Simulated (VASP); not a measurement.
# Ta5W in VASP: notebook

The runs below take Ta5W through single point, with PBE.

Everything below comes from runs of VASP 6.6.1. Logs are shortened: lines on timing, memory, paths and dates and some standing lists are left out, and cuts for length are marked.

## 1. The cell of the first run

The cell holds a slab with vacuum, 6 atoms: a = 4.695 Å, b = 4.695 Å, c = 20.791 Å, α = 90.00°, β = 90.00°, γ = 120.00°.

## 2. Single point, PBE

INCAR reads:

```
SYSTEM = Ta5W
  ALGO = Normal
  DIPOL = 0.5 0.5 0.500
  EDIFF = 1E-7
  ENCUT = 520
  GGA = PE
  IDIPOL = 3
  ISIF = 2
  ISMEAR = -1
  LASPH = .True.
  LCHARG = .False.
  LDIPOL = .True.
  LREAL = .False.
  LWAVE = .False.
  NBANDS = 44
  NELM = 60
  PREC = Accurate
  SIGMA = 0.08
```

KPOINTS reads:

```
k-points
0
Gamma
  9 9 1
  0 0 0
```

POSCAR reads:

```
Ta5W
1.0
    4.6945593014      0.0000000000      0.0000000000
   -2.3472796507      4.0656076146      0.0000000000
    0.0000000000      0.0000000000     20.7914000000
W Ta
1 5
Direct
    0.1666666667      0.3333333333      0.3996627181
    0.5000000000      1.0000000000      0.4351072253
    0.8333333333      0.6666666667      0.4712357363
    0.1666666667      0.3333333333      0.5287642531
    0.5000000000      1.0000000000      0.5648927874
    0.8333333333      0.6666666667      0.6003372795
```

Potentials or basis: VASP PAW PBE potentials, release 64 (W_sv, Ta_pv).

Started as:

```bash
> cat potpaw_PBE.64/W_sv/POTCAR potpaw_PBE.64/Ta_pv/POTCAR > POTCAR
> mpirun -np 1 vasp_std > vasp.out
```

OUTCAR:

```text
SYSTEM = Ta5W
   EDIFF = 1E-7
   ENCUT = 520
   GGA = PE
   ISIF = 2
   ISMEAR = -1
   LASPH = .True.
   LREAL = .False.
   NELM = 60
   PREC = Accurate

 ion  position               nearest neighbor table
   1  0.167  0.333  0.400-   4 2.68   2 2.81   2 2.81   2 2.81   3 3.09   3 3.09   3 3.09
   2  0.500  0.000  0.435-   5 2.70   1 2.81   1 2.81   1 2.81   3 2.81   3 2.81   3 2.81   4 3.34
                             4 3.34   4 3.34
   3  0.833  0.667  0.471-   6 2.68   2 2.81   2 2.81   2 2.81   4 2.96   4 2.96   4 2.96   1 3.09
                             1 3.09   1 3.09   5 3.34   5 3.34   5 3.34
   4  0.167  0.333  0.529-   1 2.68   5 2.81   5 2.81   5 2.81   3 2.96   3 2.96   3 2.96   6 3.09
                             6 3.09   6 3.09   2 3.34   2 3.34   2 3.34
   5  0.500  0.000  0.565-   2 2.70   6 2.81   6 2.81   6 2.81   4 2.81   4 2.81   4 2.81   3 3.34
                             3 3.34   3 3.34
   6  0.833  0.667  0.600-   3 2.68   5 2.81   5 2.81   5 2.81   4 3.09   4 3.09   4 3.09

  LATTYP: Found a hexagonal cell.
 ALAT       =     4.6945593014
 C/A-ratio  =     4.4288289199

  Lattice vectors:

 A1 = (   4.6945593014,   0.0000000000,   0.0000000000)
 A2 = (  -2.3472796507,   4.0656076146,   0.0000000000)
 A3 = (   0.0000000000,   0.0000000000,  20.7914000000)

Analysis of symmetry for initial positions (statically):
=====================================================================
 Subroutine PRICEL returns:
 Original cell was already a primitive cell.

 Routine SETGRP: Setting up the symmetry group for a
 hexagonal supercell.

 Subroutine GETGRP returns: Found  6 space group operations
 (whereof  2 operations were pure point group operations)
 out of a pool of 24 trial point group operations.

The static configuration has the point symmetry C_1h.
 The point group associated with its full space group is C_3v.

Analysis of symmetry for dynamics (positions and initial velocities):
=====================================================================
 Subroutine PRICEL returns:
 Original cell was already a primitive cell.

 Routine SETGRP: Setting up the symmetry group for a
 hexagonal supercell.

 Subroutine GETGRP returns: Found  6 space group operations
 (whereof  2 operations were pure point group operations)
 out of a pool of 24 trial point group operations.

The dynamic configuration has the point symmetry C_1h.
 The point group associated with its full space group is C_3v.

 Subroutine INISYM returns: Found  6 space group operations
[... 101 lines left out ...]
   TEBEG  =    0.0;   TEEND  =   0.0 temperature during run
   PSTRESS=    0.0 pullay stress
   NELECT =      69.0000    total number of electrons
   NUPDOWN=      -1.0000    fix difference up-down
   EMIN   =  10.00;   EMAX   =-10.00  energy-range for DOS
   EFERMI =   0.00;   METHOD = LEGACY
   ISMEAR =    -1;   SIGMA  =   0.08  broadening in eV -4-tet -1-fermi 0-gaus
   EFERMI_NEDOS =   21; number of points for ismear=-14 and -15
   IALGO  =     38    algorithm
   IMIX   =      4    mixing-type and parameters
     AMIX     =   0.40;   BMIX     =  1.00
     AMIX_MAG =   1.60;   BMIX_MAG =  1.00
  volume/ion in A,a.u.               =      66.14       446.32
  Fermi-wavevector in a.u.,A,eV,Ry     =   0.913741  1.726720 11.359816  0.834923
  Thomas-Fermi vector in A             =   2.038288
   LORBIT       =      0    0 simple, 1 ext, 2 COOP (PROOUT), +10 PAW based schemes
   GGA     = PE    functional components
   LHFCALC =     F    Hartree Fock is set to
   AEXX    =    0.0000 exact exchange contribution
   IVDW    =     0    specifies the selected vdW correction
   LEPSILON=     F    determine dielectric tensor
   LRPA    =     F    only Hartree local field effects (RPA)
 non-spin polarized calculation
  energy-cutoff  :      520.00
  volume of cell :      396.83
 maximum number of plane-waves:     10730
 NGX is ok and might be reduce to    36
   NGX = 17   NGY = 17   NGZ = 77

 dipolmoment           0.000000      0.000000      0.306107 electrons x Angstroem

 number of electron      68.9999992 magnetization

 dipolmoment           0.000000      0.000000     -0.033528 electrons x Angstroem

 Free energy of the ion-electron system (eV)
  ---------------------------------------------------
  ext. energy  EPLUGINS =         0.00000000
  ---------------------------------------------------
  free energy    TOTEN  =       -65.23988221 eV

  energy without entropy =      -65.11461160  energy(sigma->0) =      -65.17724690

 E-fermi :  -0.9592     XC(G=0):  -4.4652

 val. band max:       -0.9895127743   @ k =   0.3333   0.1111   0.0000
 cond. band min:      -0.9163129127   @ k =   0.3333   0.2222   0.0000
 fundamental gap:      0.0731998616
 Fermi energy:        -0.9591693773

 k-point     1 :       0.0000    0.0000    0.0000
  band No.  band energies     occupation
      1     -74.5529      2.00000
      2     -38.8920      2.00000
      3     -38.7286      2.00000
      4     -38.7286      2.00000
      5     -35.5063      2.00000
      6     -35.3139      2.00000
[... 553 lines left out ...]
     43       1.2652      0.00000
     44       1.6746      0.00000

------------------------ aborting loop because EDIFF is reached ----------------------------------------

 vacuum level on the upper side and lower side of the slab       (xc-potential included)        -0.166         0.098

  FORCE on cell =-STRESS in cart. coord.  units (eV):
  Direction    XX          YY          ZZ          XY          YZ          ZX
  --------------------------------------------------------------------------------------
  -------------------------------------------------------------------------------------
  Total       -4.9138318     -4.9138318     -3.1374698      0.0000000     -0.0000000      0.0000000
  in kB      -19.8393227    -19.8393227    -12.6673599      0.0000000     -0.0000000      0.0000000
  external PRESSURE =     -17.4486685 kB  Pullay stress =       0.0000000 kB

 VOLUME and BASIS-vectors are now :
 -----------------------------------------------------------------------------
  energy-cutoff  :      520.00
  volume of cell :      396.83
      direct lattice vectors                 reciprocal lattice vectors
     4.694559301  0.000000000  0.000000000     0.213012540  0.122982847  0.000000000
    -2.347279651  4.065607615  0.000000000     0.000000000  0.245965694  0.000000000
     0.000000000  0.000000000 20.791400000     0.000000000  0.000000000  0.048096809

 POSITION                                       TOTAL-FORCE (eV/Angst)
 -----------------------------------------------------------------------------------
      0.00000      1.35520      8.30955         0.000000      0.000000      1.642492
      2.34728      0.00000      9.04649         0.000000     -0.000000     -0.570561
      2.34728      2.71041      9.79765        -0.000000      0.000000     -0.207390
      0.00000      1.35520     10.99375         0.000000     -0.000000     -0.818625
      2.34728      0.00000     11.74491         0.000000     -0.000000     -0.028103
      2.34728      2.71041     12.48185        -0.000000     -0.000000     -0.017813
 -----------------------------------------------------------------------------------
    total drift:                                0.000000     -0.000000     -0.000067

  FREE ENERGIE OF THE ION-ELECTRON SYSTEM (eV)
  ---------------------------------------------------
  free  energy   TOTEN  =       -65.2398822073 eV

  energy  without entropy=      -65.1146115973  energy(sigma->0) =      -65.17724690

 vacuum level on the upper side and lower side of the slab         2.696         2.992
```

Wall time 15 min (1 thread of Intel Xeon 8259CL, shared host); peak memory 0.58 GiB.

Results:

```
Free energy            : -65.2399 eV
Largest force          : 1.642 eV/Å
Band gap on the k mesh : zero (an odd number of electrons rules out a gap without spin polarisation)
```

Forces on the atoms (eV/Å):
```
W    0.000  0.000  1.642
Ta   0.000  0.000 -0.571
Ta   0.000  0.000 -0.207
Ta   0.000  0.000 -0.819
Ta   0.000  0.000 -0.028
Ta   0.000  0.000 -0.018
```

Caveat: spin-orbit coupling is left out, which moves the levels of the heavy elements.

## 3. Single point, PBE

INCAR reads:

```
PREC = Accurate ; ENCUT = 520
EDIFF = 1E-7 ; ISMEAR = -1
SIGMA = 0.08 ; LREAL = False
LASPH = True ; NELM = 60
ALGO = Normal ; ISIF = 2
LWAVE = False ; LCHARG = False
LDIPOL = True ; IDIPOL = 3
DIPOL = 0.5 0.5 0.500 ; GGA = PE
NBANDS = 44
```

KPOINTS reads:

```
regular mesh
0
Gamma
  9 9 1
```

POSCAR is that of step 2.

Potentials or basis: VASP PAW PBE potentials, release 64 (W_sv, Ta_pv).

Started as:

```bash
> cat potpaw_PBE.64/W_sv/POTCAR potpaw_PBE.64/Ta_pv/POTCAR > POTCAR
> mpirun -np 1 vasp_std > vasp.out
```

OUTCAR:

```text
PREC = Accurate
   ENCUT = 520
   EDIFF = 1E-7
   ISMEAR = -1
   LREAL = False
   LASPH = True
   NELM = 60
   ISIF = 2
   GGA = PE

 ion  position               nearest neighbor table
   1  0.167  0.333  0.400-   4 2.68   2 2.81   2 2.81   2 2.81   3 3.09   3 3.09   3 3.09
   2  0.500  0.000  0.435-   5 2.70   1 2.81   1 2.81   1 2.81   3 2.81   3 2.81   3 2.81   4 3.34
                             4 3.34   4 3.34
   3  0.833  0.667  0.471-   6 2.68   2 2.81   2 2.81   2 2.81   4 2.96   4 2.96   4 2.96   1 3.09
                             1 3.09   1 3.09   5 3.34   5 3.34   5 3.34
   4  0.167  0.333  0.529-   1 2.68   5 2.81   5 2.81   5 2.81   3 2.96   3 2.96   3 2.96   6 3.09
                             6 3.09   6 3.09   2 3.34   2 3.34   2 3.34
   5  0.500  0.000  0.565-   2 2.70   6 2.81   6 2.81   6 2.81   4 2.81   4 2.81   4 2.81   3 3.34
                             3 3.34   3 3.34
[... 769 lines left out ...]

 VOLUME and BASIS-vectors are now :
 -----------------------------------------------------------------------------
  energy-cutoff  :      520.00
  volume of cell :      396.83
      direct lattice vectors                 reciprocal lattice vectors
     4.694559301  0.000000000  0.000000000     0.213012540  0.122982847  0.000000000
    -2.347279651  4.065607615  0.000000000     0.000000000  0.245965694  0.000000000
     0.000000000  0.000000000 20.791400000     0.000000000  0.000000000  0.048096809

 POSITION                                       TOTAL-FORCE (eV/Angst)
 -----------------------------------------------------------------------------------
      0.00000      1.35520      8.30955         0.000000      0.000000      1.642492
      2.34728      0.00000      9.04649         0.000000     -0.000000     -0.570561
      2.34728      2.71041      9.79765        -0.000000      0.000000     -0.207390
      0.00000      1.35520     10.99375         0.000000     -0.000000     -0.818625
      2.34728      0.00000     11.74491         0.000000     -0.000000     -0.028103
      2.34728      2.71041     12.48185        -0.000000     -0.000000     -0.017813
 -----------------------------------------------------------------------------------
    total drift:                                0.000000     -0.000000     -0.000067

  FREE ENERGIE OF THE ION-ELECTRON SYSTEM (eV)
  ---------------------------------------------------
  free  energy   TOTEN  =       -65.2398822073 eV

  energy  without entropy=      -65.1146115973  energy(sigma->0) =      -65.17724690

 vacuum level on the upper side and lower side of the slab         2.696         2.992
```

stdout:

```text
POSCAR found type information on POSCAR W Ta
 POSCAR found :  2 types and       6 ions
 scaLAPACK will be used
 LDA part: xc-table for (Slater+PW92), standard interpolation
 POSCAR, INCAR and KPOINTS ok, starting setup
 FFT: planning ... GRIDC
 FFT: planning ... GRID_SOFT
 FFT: planning ... GRID
 WAVECAR not read
 entering main loop
```

Wall time 14 min (1 thread of Intel Xeon 8259CL, shared host); peak memory 0.58 GiB.

What came out:

| Quantity | Value |
| --- | --- |
| Free energy | -65.2399 eV |
| Largest force | 1.642 eV/Å |
| Band gap on the k mesh | zero (an odd number of electrons rules out a gap without spin polarisation) |

Forces in eV/Å, atoms in the order of the input:
```
W    0.000  0.000  1.642
Ta   0.000  0.000 -0.571
Ta   0.000  0.000 -0.207
Ta   0.000  0.000 -0.819
Ta   0.000  0.000 -0.028
Ta   0.000  0.000 -0.018
```

Levels at points of the mesh, in eV from the Fermi level:
```tsv
k point	band 32	band 33	band 34	band 35	band 36	band 37
(0.00, 0.00, 0.00)	-0.82	-0.55	-0.55	-0.26	0.12	0.27
```

Caveat: spin-orbit coupling is left out, which moves the levels of the heavy elements.

## 4. Single point, PBE

INCAR reads:

```
ALGO = Normal
DIPOL = 0.5 0.5 0.500
EDIFF = 1E-7
ENCUT = 520
GGA = PE
IDIPOL = 3
ISIF = 2
ISMEAR = -1
LASPH = True
LCHARG = True
LDIPOL = True
LELF = True
LREAL = False
LVACPOTAV = True
LVHAR = True
LWAVE = False
NBANDS = 44
NELM = 80
PREC = Accurate
SIGMA = 0.08
```

KPOINTS reads:

```
k-points
0
Gamma
  9 9 1
```

POSCAR reads:

```
Ta5W
1.0
    4.6945593014      0.0000000000      0.0000000000
   -2.3472796507      4.0656076146      0.0000000000
    0.0000000000      0.0000000000     20.7914000000
Ta W
5 1
Direct
    0.1666666667      0.3333333333      0.3996627181
    0.5000000000      1.0000000000      0.4351072253
    0.1666666667      0.3333333333      0.5287642531
    0.5000000000      1.0000000000      0.5648927874
    0.8333333333      0.6666666667      0.6003372795
    0.8333333333      0.6666666667      0.4712357363
```

Potentials or basis: VASP PAW PBE potentials, release 64 (Ta_pv, W_sv).

Started as:

```bash
> cat potpaw_PBE.64/Ta_pv/POTCAR potpaw_PBE.64/W_sv/POTCAR > POTCAR
> mpirun -np 1 vasp_std > vasp.out
```

OUTCAR:

```text
EDIFF = 1E-7
   ENCUT = 520
   GGA = PE
   ISIF = 2
   ISMEAR = -1
   LASPH = True
   LREAL = False
   NELM = 80
   PREC = Accurate

 ion  position               nearest neighbor table
   1  0.167  0.333  0.400-   3 2.68   2 2.81   2 2.81   2 2.81   6 3.09   6 3.09   6 3.09
   2  0.500  0.000  0.435-   4 2.70   1 2.81   1 2.81   1 2.81   6 2.81   6 2.81   6 2.81   3 3.34
                             3 3.34   3 3.34
   3  0.167  0.333  0.529-   1 2.68   4 2.81   4 2.81   4 2.81   6 2.96   6 2.96   6 2.96   5 3.09
                             5 3.09   5 3.09   2 3.34   2 3.34   2 3.34
   4  0.500  0.000  0.565-   2 2.70   5 2.81   5 2.81   5 2.81   3 2.81   3 2.81   3 2.81   6 3.34
                             6 3.34   6 3.34
   5  0.833  0.667  0.600-   6 2.68   4 2.81   4 2.81   4 2.81   3 3.09   3 3.09   3 3.09
   6  0.833  0.667  0.471-   5 2.68   2 2.81   2 2.81   2 2.81   3 2.96   3 2.96   3 2.96   1 3.09
                             1 3.09   1 3.09   4 3.34   4 3.34   4 3.34
[... 766 lines left out ...]

 VOLUME and BASIS-vectors are now :
 -----------------------------------------------------------------------------
  energy-cutoff  :      520.00
  volume of cell :      396.83
      direct lattice vectors                 reciprocal lattice vectors
     4.694559301  0.000000000  0.000000000     0.213012540  0.122982847  0.000000000
    -2.347279651  4.065607615  0.000000000     0.000000000  0.245965694  0.000000000
     0.000000000  0.000000000 20.791400000     0.000000000  0.000000000  0.048096809

 POSITION                                       TOTAL-FORCE (eV/Angst)
 -----------------------------------------------------------------------------------
      0.00000      1.35520      8.30955         0.000000     -0.000000      0.247688
      2.34728      0.00000      9.04649         0.000000     -0.000000      0.508024
      0.00000      1.35520     10.99375        -0.000000      0.000000     -0.138913
      2.34728      0.00000     11.74491         0.000000     -0.000000      0.012225
      2.34728      2.71041     12.48185         0.000000     -0.000000     -0.885757
      2.34728      2.71041      9.79765        -0.000000      0.000000      0.256733
 -----------------------------------------------------------------------------------
    total drift:                                0.000000     -0.000000      0.000048

  FREE ENERGIE OF THE ION-ELECTRON SYSTEM (eV)
  ---------------------------------------------------
  free  energy   TOTEN  =       -65.3702622737 eV

  energy  without entropy=      -65.2177937485  energy(sigma->0) =      -65.29402801

 vacuum level on the upper side and lower side of the slab         2.806         2.841
```

stdout:

```text
POSCAR found type information on POSCAR TaW
 POSCAR found :  2 types and       6 ions
 scaLAPACK will be used
 LDA part: xc-table for (Slater+PW92), standard interpolation
 POSCAR, INCAR and KPOINTS ok, starting setup
 FFT: planning ... GRIDC
 FFT: planning ... GRID_SOFT
 FFT: planning ... GRID
 WAVECAR not read
 entering main loop
 -----------------------------------------------------------------------------
|                                                                             |
|           W    W    AA    RRRRR   N    N  II  N    N   GGGG   !!!           |
|           W    W   A  A   R    R  NN   N  II  NN   N  G    G  !!!           |
|           W    W  A    A  R    R  N N  N  II  N N  N  G       !!!           |
|           W WW W  AAAAAA  RRRRR   N  N N  II  N  N N  G  GGG   !            |
|           WW  WW  A    A  R   R   N   NN  II  N   NN  G    G                |
|           W    W  A    A  R    R  N    N  II  N    N   GGGG   !!!           |
|                                                                             |
|     Did not find any points to average over, which means that no vacuum     |
|     field-free region was found. Please increase the size of  your cell     |
|     in the dimension of the dipole correction to obtain accurate            |
|     workfunction values.                                                    |
|                                                                             |
 -----------------------------------------------------------------------------
```

Wall time 14 min (1 thread of Intel Xeon 8259CL, shared host); peak memory 0.58 GiB.

Results:

| Property | Result |
| --- | --- |
| Free energy | -65.3703 eV |
| Largest force | 0.886 eV/Å |
| Band gap on the k mesh | zero (an odd number of electrons rules out a gap without spin polarisation) |

Forces on the atoms (eV/Å):
```
Ta   0.000  0.000  0.248
Ta   0.000  0.000  0.508
Ta   0.000  0.000 -0.139
Ta   0.000  0.000  0.012
Ta   0.000  0.000 -0.886
W    0.000  0.000  0.257
```

Caveat: spin-orbit coupling is left out, which moves the levels of the heavy elements.

The gap in the log of VASP goes by the Fermi energy; the results here count the filled bands.